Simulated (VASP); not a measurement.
# CdSe: relaxation of cell and atoms with PBE

CdSe:

```
Cd Se
1.0
     4.30000    0.00000    0.00000
    -2.15000    3.72391    0.00000
     0.00000    0.00000    7.02000
Cd Se
2 2
Direct
  0.33333 0.66667 0.00000
  0.66667 0.33333 0.50000
  0.33333 0.66667 0.38500
  0.66667 0.33333 0.88500
```

- Program: VASP 6.6.1
- Task: relaxation of cell and atoms
- Functional: PBE
- Potentials or basis: VASP PAW PBE potentials, release 64 (Cd, Se)
- Cutoff: 600 eV
- k mesh: 6 × 6 × 4
- Occupations: gaussian, width 0.02 eV
- Spin: no spin polarisation
- Dipole correction: no
- Further INCAR settings: ALGO = Normal; EDIFF = 1e-07; IBRION = 2; EDIFFG = -0.005; NSW = 100; ISIF = 3

| Quantity | Value |
| --- | --- |
| Relaxed volume | 29.90 Å³/atom |
| Relaxed cell | a = 4.391 Å, b = 4.391 Å, c = 7.164 Å, α = 90.00°, β = 90.00°, γ = 120.00° |
| Space group after relaxing (to 0.1 Å) | P6_3mc (No. 186) |
| Energy gained by relaxing | 22.0 meV/atom |
| Ionic steps | 12 |
| Pressure after relaxing | 0.0 GPa |
| Band gap on the k mesh | 0.53 eV |

Step by step:
| step | energy change (eV) | largest force (eV/Å) | pressure (GPa) | volume (Å³) |
| --- | --- | --- | --- | --- |
| 1 | 0.0000 | 0.2922 | 3.30 | 112.41 |
| 2 | -0.0776 | 0.0479 | -0.87 | 122.08 |
| 3 | -0.0840 | 0.0922 | -0.08 | 119.81 |
| 4 | -0.0840 | 0.0891 | -0.13 | 119.97 |
| 5 | -0.0854 | 0.0558 | -0.06 | 119.78 |
| 6 | -0.0861 | 0.0079 | 0.03 | 119.53 |
| 7 | -0.0873 | 0.0092 | 0.04 | 119.51 |
| 8 | -0.0881 | 0.0112 | 0.06 | 119.46 |
| 9 | -0.0881 | 0.0001 | -0.04 | 119.73 |
| 10 | -0.0881 | 0.0038 | -0.01 | 119.64 |
| 11 | -0.0881 | 0.0035 | -0.01 | 119.64 |
| 12 | -0.0881 | 0.0005 | 0.00 | 119.61 |

Final structure:
```yaml
crystal:
  lattice:
    - [4.39082, 0.00000, 0.00000]
    - [-2.19541, 3.80256, 0.00000]
    - [0.00000, 0.00000, 7.16361]
  atoms:
    - { symbol: Cd, position: [0.33333, 0.66667, 0.00461] }
    - { symbol: Cd, position: [0.66667, 0.33333, 0.50461] }
    - { symbol: Se, position: [0.33333, 0.66667, 0.38039] }
    - { symbol: Se, position: [0.66667, 0.33333, 0.88039] }
```

Levels at points of the mesh, in eV from the valence-band top:
```csv
k point,band 16,band 17,band 18,band 19,band 20,band 21
"(0.00, 0.00, 0.00)",-0.04,0.00,0.00,0.53,2.13,5.85
"(0.50, 0.00, 0.00)",-1.66,-1.19,-0.68,3.08,3.32,4.79
"(0.00, 0.00, 0.50)",-0.36,-0.36,-0.36,2.25,2.25,5.76
"(0.50, 0.00, 0.50)",-1.23,-1.20,-1.20,2.89,2.89,4.83
```

Wall time 4 min on 1 thread of Intel(R) Xeon(R) 6975P-C (Granite Rapids), on a shared host, peak memory 0.29 GiB.

PBE usually gives volumes a little too large and moduli too small. Zero-point motion and thermal expansion aren't in these numbers.
